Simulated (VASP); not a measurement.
A run of VASP 6.6.1 is set up as follows.

The input INCAR:

```
PREC = Accurate
ENCUT = 520
EDIFF = 1E-7
ISMEAR = -1
SIGMA = 0.05
LREAL = F
LASPH = T
NELM = 80
ALGO = Normal
ISIF = 2
LWAVE = F
LCHARG = T
GGA = PE
LELF = T
LVHAR = T
NBANDS = 12
```

Contents of KPOINTS:

```
Automatic mesh
0
Gamma
  8 9 1
```

The input POSCAR:

```
Sb
1.0
    3.2305600000      0.0000000000      0.0000000000
    0.0000000000      3.1098000000      0.0000000000
    0.0000000000      0.0000000000     31.3600000000
Sb
2
Direct
    0.0000000000      0.0000000000      0.2461983989
    0.5000000000      0.0000000000      0.3277816011
```

Potentials or basis: VASP PAW PBE potentials, release 64 (Sb).

Launch:

```bash
$ cat potpaw_PBE.64/Sb/POTCAR > POTCAR
$ mpirun -np 1 vasp_std > vasp.out
```

Q: Estimate the band gap on the k mesh.

A: Zero (band 5 reaches 0.16 eV, above the bottom of band 6 at -4.35 eV).

Q: What does it give for the largest force?

A: 0.012 eV/Å.

Forces on the atoms (eV/Å):
```
Sb   0.000  0.000 -0.012
Sb   0.000  0.000  0.012
```

Caveat: spin-orbit coupling is left out, which moves the levels of the heavy elements.
